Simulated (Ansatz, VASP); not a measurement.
Two plane-wave programs on CdF2

Contents of INCAR:

```
ALGO     = Normal         # electronic algorithm
EDIFF    = 1E-6           # SCF threshold, eV
ENCUT    = 520            # plane-wave cutoff, eV
GGA      = PE             # functional
ISIF     = 2              # what is computed and relaxed
ISMEAR   = 0              # smearing method
LASPH    = T              # aspherical terms in the spheres
LCHARG   = F              # write CHGCAR
LREAL    = F              # projectors in reciprocal space
LWAVE    = F              # write WAVECAR
NBANDS   = 20             # bands
NELM     = 100            # most SCF steps
PREC     = Accurate       # precision mode
SIGMA    = 0.05           # smearing width, eV
```

File KPOINTS:

```
k-points
0
Gamma
  8 8 8
```

POSCAR

```
CdF2
1.0
    0.0000000000      2.6906397413      2.6906397413
    2.6906397413      0.0000000000      2.6906397413
    2.6906397413      2.6906397413      0.0000000000
Cd F
1 2
Direct
    0.0000000000      0.0000000000      0.0000000000
    0.2500000000      0.2500000000      0.2500000000
    0.7500000000      0.7500000000      0.7500000000
```

Input for Ansatz:

```yaml
crystal:
  lattice:
    - [0.0, 2.6906397413, 2.6906397413]
    - [2.6906397413, 0.0, 2.6906397413]
    - [2.6906397413, 2.6906397413, 0.0]
  atoms:
    - { symbol: Cd, position: [0.0, 0.0, 0.0] }
    - { symbol: F, position: [0.25, 0.25, 0.25] }
    - { symbol: F, position: [0.75, 0.75, 0.75] }
basis:
  ecutwfc: 520.0
kpoints:
  mp_grid: { grid: [8, 8, 8] }
hamiltonian:
  xc: pbe
  pseudopotentials: { kind: paw }
scf:
  occupations: { method: gaussian, width: 0.05 }
output:
  forces: true
  stress: true
  eigenvalues: true
```

Alike in both runs: task single point; functional PBE; k mesh 8 × 8 × 8; occupations gaussian, width 0.05 eV; no spin polarisation.

```csv
,VASP,Ansatz
version,VASP 6.6.1,Ansatz 0.2.0
potentials or method,"VASP PAW PBE potentials, release 64 (Cd, F), cutoff 520 eV","scalar-relativistic, plane waves, PAW"
valence electrons in the cell,26,34
```

```csv
,VASP,Ansatz,Ansatz less VASP
gap on the k mesh at the Fermi level (eV),3.08,3.11,+0.033
least direct gap on the mesh (eV),3.58,3.61,+0.033
pressure (GPa),6.7,5.9,-0.77
```

VASP's potentials hold 26 valence electrons a cell and Ansatz's 34, so a difference there can come from the potentials and not from the codes.
